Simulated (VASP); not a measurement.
A run of VASP 6.6.1 is set up as follows.

File INCAR:

```
ALGO = Normal ; DIPOL = 0.5 0.5 0.343
EDIFF = 1E-6 ; ENCUT = 520
GGA = PE ; IDIPOL = 3
ISIF = 2 ; ISMEAR = 0
LASPH = True ; LCHARG = False
LDIPOL = True ; LREAL = False
LWAVE = False ; NBANDS = 35
NELM = 100 ; PREC = Accurate
SIGMA = 0.1
```

The input KPOINTS:

```
k-points
0
Gamma
  8 8 1
```

The input POSCAR:

```
Ti4O
1.0
    3.2553359278      0.0000000000      0.0000000000
    0.0000000000      3.2553359278      0.0000000000
    0.0000000000      0.0000000000     20.1793674396
Ti O
4 1
Direct
    0.5000000000      0.5000000000      0.1982222690
    0.0000000000      0.0000000000      0.2788822782
    0.5000000000      0.5000000000      0.3551865237
    0.0000000000      0.0000000000      0.4301109767
    0.5000000000      0.5000000000      0.4531300538
```

Potentials or basis: VASP PAW PBE potentials, release 64 (Ti_sv, O).

Run with:

```console
$ cat potpaw_PBE.64/Ti_sv/POTCAR potpaw_PBE.64/O/POTCAR > POTCAR
$ mpirun -np 1 vasp_std > vasp.out
```

Question: Estimate the largest force.

Answer: 1.618 eV/Å.

Question: What does it give for the band gap on the k mesh?

Answer: Zero (band 27 reaches 1.41 eV, above the bottom of band 28 at 0.70 eV).

Forces on the atoms (eV/Å):
```
Ti   0.000  0.000  0.493
Ti   0.000  0.000 -0.545
Ti   0.000  0.000 -1.613
Ti   0.000  0.000  1.618
O    0.000  0.000  0.048
```
